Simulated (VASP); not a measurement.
Input of a VASP 6.6.1 run:

File INCAR:

```
PREC = Accurate
ENCUT = 520
EDIFF = 1E-6
ISMEAR = 0
SIGMA = 0.01
LREAL = False
LASPH = True
NELM = 60
ALGO = Normal
ISIF = 2
LWAVE = False
LCHARG = True
GGA = CA
LELF = True
LVHAR = True
NBANDS = 33
```

Contents of KPOINTS:

```
Automatic mesh
0
Gamma
  7 7 7
```

POSCAR

```
TiO2
1.0
   -1.9488630000      1.9488630000      4.6145810000
    1.9488630000     -1.9488630000      4.6145810000
    1.9488630000      1.9488630000     -4.6145810000
Ti O
2 4
Direct
    0.0000000000      0.0000000000      0.0000000000
    0.7500000000      0.2500000000      0.5000000000
    0.2107782201      0.2107782201      0.0000000000
    0.9607782201      0.4607782201      0.5000000000
    0.5392217799      0.0392217799      0.5000000000
    0.7892217799      0.7892217799      0.0000000000
```

Potentials or basis: VASP PAW LDA potentials, release 64 (Ti_sv, O).

Command:

```bash
$ cat potpaw_LDA.64/Ti_sv/POTCAR potpaw_LDA.64/O/POTCAR > POTCAR
$ mpirun -np 1 vasp_std > vasp.out
```

Problem. Estimate the pressure.

Solution. -11.6 GPa.

Problem. Estimate the largest force.

Solution. 0.056 eV/Å.

Problem. Estimate the band gap on the k mesh.

Solution. 1.81 eV, indirect (least direct gap 2.22 eV).

Stress tensor (GPa, compression positive):
```
-15.14   0.00   0.00
  0.00 -15.14   0.00
  0.00   0.00  -4.52
```

A k mesh can miss the band edges. Expect the measured gap to be larger: semilocal functionals such as LDA lack the derivative discontinuity.
